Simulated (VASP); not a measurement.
# AlN (P1) in VASP: further runs, part 2 of 2

VASP 6.6.1.

## Step 3: Single point, r2SCAN

Contents of POSCAR:

```
AlN
1.0
    6.2133875243     -0.0000000001      0.0000000000
   -3.1066937621      5.3809514397      0.0000000000
    0.0000000000      0.0000000000      9.9571831061
Al N
16 16
Direct
    0.1671862774      0.3318660315      0.0011515305
    0.3274118690      0.1705207732      0.2466162341
    0.1641615668      0.3369998820      0.4983193487
    0.3387996173      0.1643268872      0.7503003531
    0.1683013944      0.8240170999     -0.0010434678
    0.3334253926      0.6630927709      0.2463855464
    0.1668296980      0.8378590758      0.4982068671
    0.3313663963      0.6628937354      0.7439514691
    0.6629901825      0.3204676755     -0.0017992036
    0.8180686131      0.1575167532      0.2499793339
    0.6649690979      0.3361115632      0.4986394191
    0.8346532499      0.1639611526      0.7468628347
    0.6686802064      0.8339084733     -0.0009997808
    0.8349887907      0.6701329756      0.2456979021
    0.6757973736      0.8415660410      0.4976964817
    0.8339867295      0.6665178157      0.7516369761
    0.1598460840      0.3296052789      0.1933733647
    0.3306888685      0.1744520482      0.4373627515
    0.1595560090      0.3256221543      0.6896362080
    0.3295509303      0.1664755778      0.9393917838
    0.1653318614      0.8384846157      0.1904823864
    0.3398892862      0.6720536397      0.4371597824
    0.1688113189      0.8405537665      0.6949589986
    0.3446615253      0.6734766222      0.9360883395
    0.6622607994      0.3365062890      0.1857668961
    0.8384365445      0.1764091371      0.4367266278
    0.6798734985      0.3432432016      0.6873945098
    0.8380667691      0.1654748254      0.9439922817
    0.6701336112      0.8314111454      0.1881286083
    0.8404550819      0.6755007996      0.4405949909
    0.6631552433      0.8325672607      0.6860601967
    0.8254319332      0.6533017515      0.9431644372
```

Contents of INCAR.step1:

```
ALGO = Normal
EDIFF = 1E-4
ENCUT = 520
GGA = PE
ISMEAR = -1
LASPH = True
LCHARG = False
LREAL = Auto
LWAVE = True
NBANDS = 86
NELM = 100
PREC = Accurate
SIGMA = 0.02
```

Contents of INCAR.step2:

```
ALGO = Normal
EDIFF = 1E-7
ENCUT = 520
ISIF = 2
ISMEAR = -1
ISTART = 1
LASPH = True
LCHARG = True
LELF = True
LMIXTAU = True
LREAL = Auto
LVHAR = True
LWAVE = False
METAGGA = R2SCAN
NBANDS = 86
NELM = 100
PREC = Accurate
SIGMA = 0.02
```

Contents of KPOINTS:

```
k-points
0
Gamma
  3 3 2
```

Potentials or basis: VASP PAW PBE potentials, release 64 (Al, N).

On the command line:

```console
> cat potpaw_PBE.64/Al/POTCAR potpaw_PBE.64/N/POTCAR > POTCAR
> cp INCAR.step1 INCAR
> mpirun -np 1 vasp_std > vasp.out
> cp INCAR.step2 INCAR
> mpirun -np 1 vasp_std > vasp.out
```

OUTCAR:

```text
EDIFF = 1E-7
   ENCUT = 520
   ISIF = 2
   ISMEAR = -1
   ISTART = 1
   LASPH = True
   LREAL = Auto
   METAGGA = R2SCAN
   NELM = 100
   PREC = Accurate

 ion  position               nearest neighbor table
   1  0.167  0.332  0.001-  28 1.86  20 1.87  17 1.91  24 1.95   2 2.99   6 3.02   5 3.05   4 3.09
                            13 3.10   9 3.10  12 3.10  10 3.11   9 3.12  13 3.12   8 3.12   5 3.16
   2  0.327  0.171  0.247-  17 1.84  21 1.87  18 1.90  25 1.90   1 2.99   6 3.04   9 3.06   3 3.07
                             7 3.08  14 3.08  10 3.09   5 3.09  11 3.10  10 3.13  14 3.13   6 3.17
   3  0.164  0.337  0.498-  26 1.86  18 1.87  22 1.90  19 1.91   8 3.01  12 3.04  15 3.06   6 3.06
                             2 3.07  10 3.10  11 3.10   7 3.10   7 3.11  11 3.11   4 3.13  15 3.16
[... 1078 lines left out ...]
  external PRESSURE =      -0.6103268 kB  Pullay stress =       0.0000000 kB

 VOLUME and BASIS-vectors are now :
 -----------------------------------------------------------------------------
  energy-cutoff  :      520.00
  volume of cell :      332.91
      direct lattice vectors                 reciprocal lattice vectors
     6.213387524 -0.000000000  0.000000000     0.160942802  0.092920370  0.000000000
    -3.106693762  5.380951440  0.000000000     0.000000000  0.185840740  0.000000000
     0.000000000  0.000000000  9.957183106     0.000000000  0.000000000  0.100430010

 POSITION                                       TOTAL-FORCE (eV/Angst)
 -----------------------------------------------------------------------------------
      0.00779      1.78575      0.01147         0.188224      0.427590     -0.100245
      1.50458      0.91756      2.45560         0.675503     -0.136370      0.336677
     -0.02696      1.81338      4.96186         0.400154      0.366280     -0.126555
      1.59458      0.88424      7.47088        -0.402800      0.938526     -0.087572
     -1.51425      4.43400      9.94679        -0.864611      0.613770     -0.199592
      0.01167      3.56807      2.45331        -0.425726      0.371935      0.424687
[... 24 lines left out ...]
      1.53391      4.48000      6.83123         0.445875      0.009981      0.518266
      3.09912      3.51539      9.39126         0.449426      0.835665     -0.500828
 -----------------------------------------------------------------------------------
    total drift:                                0.000759     -0.001637     -0.017540

  FREE ENERGIE OF THE ION-ELECTRON SYSTEM (eV)
  ---------------------------------------------------
  free  energy   TOTEN  =      -307.0622577181 eV

  energy  without entropy=     -307.0622577181  energy(sigma->0) =     -307.06225772
```

OUTCAR.step1:

```text
EDIFF = 1E-4
   ENCUT = 520
   GGA = PE
   ISMEAR = -1
   LASPH = True
   LREAL = Auto
   NELM = 100
[... 1104 lines left out ...]
     -1.51425      4.43400      9.94679        -0.827081      0.580302     -0.198262
      0.01167      3.56807      2.45331        -0.413164      0.372621      0.362108
[... 24 lines left out ...]
      1.53391      4.48000      6.83123         0.430693     -0.007467      0.506650
      3.09912      3.51539      9.39126         0.423975      0.792453     -0.450502
 -----------------------------------------------------------------------------------
    total drift:                               -0.000480     -0.002673      0.001943

  FREE ENERGIE OF THE ION-ELECTRON SYSTEM (eV)
  ---------------------------------------------------
  free  energy   TOTEN  =      -237.5817382440 eV

  energy  without entropy=     -237.5817382440  energy(sigma->0) =     -237.58173824
```

Wall time 37 min (1 thread of Oxide Virtual Turin-like, shared host); peak memory 0.55 GiB.

Results:

```
Free energy            : -307.0623 eV
Pressure               : -0.1 GPa
Largest force          : 1.394 eV/Å
Band gap on the k mesh : 4.85 eV
```

Forces in eV/Å, atoms in the order of the input:
```
Al   0.188  0.428 -0.100
Al   0.676 -0.136  0.337
Al   0.400  0.366 -0.127
Al  -0.403  0.939 -0.088
Al  -0.865  0.614 -0.200
Al  -0.426  0.372  0.425
Al   0.572  0.257  0.115
Al  -0.064  0.101  0.438
Al  -0.534  0.661  0.084
Al   0.430  1.071 -0.493
Al   0.018  0.405 -0.390
Al  -0.340 -0.028  0.591
Al   0.629 -0.380 -0.093
Al   0.255 -0.505  0.521
Al  -0.476 -0.270 -0.211
Al  -0.175  0.405  0.029
N   -0.510  0.373 -0.828
N    0.624 -0.361  0.411
N    0.817  0.630 -0.224
N    0.558 -0.595  0.149
N    0.868 -0.508 -0.429
N   -0.336  0.161  0.493
N    0.294 -0.873 -1.047
N   -0.581 -0.975  0.377
N    0.257 -0.537  0.820
N   -0.632 -0.610  0.462
N   -0.672 -1.054  0.404
N   -0.218 -0.181 -1.041
N   -0.961 -0.002  0.123
N   -0.287 -0.612 -0.525
N    0.446  0.010  0.518
N    0.449  0.836 -0.501
```

Caveat: the atoms stand as in a frame of molecular dynamics; the PAW data sets were made with another functional, which shifts forces and pressure a little.
